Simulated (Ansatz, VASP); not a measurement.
One calculation of Eu, two programs

```
CELL_PARAMETERS angstrom
3.92220 0.00000 0.00000
-1.96110 3.39672 0.00000
0.00000 0.00000 6.29205
ATOMIC_POSITIONS crystal
Eu 0.33333 0.66667 0.25000
Eu 0.66667 0.33333 0.75000
```

Alike in both runs: functional PBE; k mesh 12 × 12 × 6; occupations fermi-dirac, width 0.05 eV; collinear spin.

Ansatz relaxed the structure, and its values are those at the end. VASP's run is a single point on that final structure, the one shown.

|  | VASP | Ansatz |
| --- | --- | --- |
| version | VASP 6.6.1 | Ansatz 0.2.0 |
| potentials or method | VASP PAW PBE potentials, release 64 (Eu) | PAW with Ansatz's default frozen-core files, scalar-relativistic |
| plane-wave cutoff (eV) | 520 | 420 |
| valence electrons in the cell | 34 | 34 |

VASP gave:

```
pressure (GPa)                                                : -0.2
net moment per atom (μB)                                      : 7.56
size of the moment on the site where the two differ most (μB) : 6.74
```

Problem. What did Ansatz give for the same quantities?

Solution. Pressure (GPa): 0.0; net moment per atom (μB): 7.57; size of the moment on the site where the two differ most (μB): 7.19.

Site moments also hang on the region over which each program counts them.

Neither program's run includes spin-orbit coupling.
